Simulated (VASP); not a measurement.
A run of VASP 6.6.1:

Contents of POSCAR:

```
ZnNi
1.0
    2.9083000000      0.0000000000      0.0000000000
    0.0000000000      2.9083000000      0.0000000000
    0.0000000000      0.0000000000      2.9083000000
Zn Ni
1 1
Direct
    0.5000000000      0.5000000000      0.5000000000
    0.0000000000      0.0000000000      0.0000000000
```

File INCAR.step1:

```
SYSTEM = ZnNi
ALGO = Normal
EDIFF = 1E-4
ENCUT = 520
GGA = PE
ISMEAR = 1
ISPIN = 2
LASPH = .True.
LCHARG = .False.
LMAXMIX = 4
LREAL = .False.
LWAVE = .True.
MAGMOM = 0 1.5
NBANDS = 22
NELM = 150
PREC = Accurate
SIGMA = 0.1
```

The input INCAR.step2:

```
SYSTEM = ZnNi
ALGO = Normal
EDIFF = 1E-6
ENCUT = 520
ISIF = 2
ISMEAR = 1
ISPIN = 2
ISTART = 1
LASPH = .True.
LCHARG = .False.
LMAXMIX = 4
LMIXTAU = .True.
LORBIT = 11
LREAL = .False.
LWAVE = .False.
MAGMOM = 0 1.5
METAGGA = R2SCAN
NBANDS = 22
NELM = 150
PREC = Accurate
SIGMA = 0.1
```

File KPOINTS:

```
k-points
0
Gamma
  10 10 10
  0 0 0
```

Potentials or basis: VASP PAW PBE potentials, release 64 (Zn, Ni).

Command:

```sh
$ cat potpaw_PBE.64/Zn/POTCAR potpaw_PBE.64/Ni/POTCAR > POTCAR
$ cp INCAR.step1 INCAR
$ mpirun -np 1 vasp_std > vasp.out
$ cp INCAR.step2 INCAR
$ mpirun -np 1 vasp_std > vasp.out
```

Hardware: 1 thread of Intel Xeon 8259CL (shared host).

**Question.** How long does it take, and how much memory?

**Answer.** Run time: 5.7 min on 1 thread of Intel Xeon 8259CL, on a shared host, peak memory 0.19 GiB. Counts: k points 56.
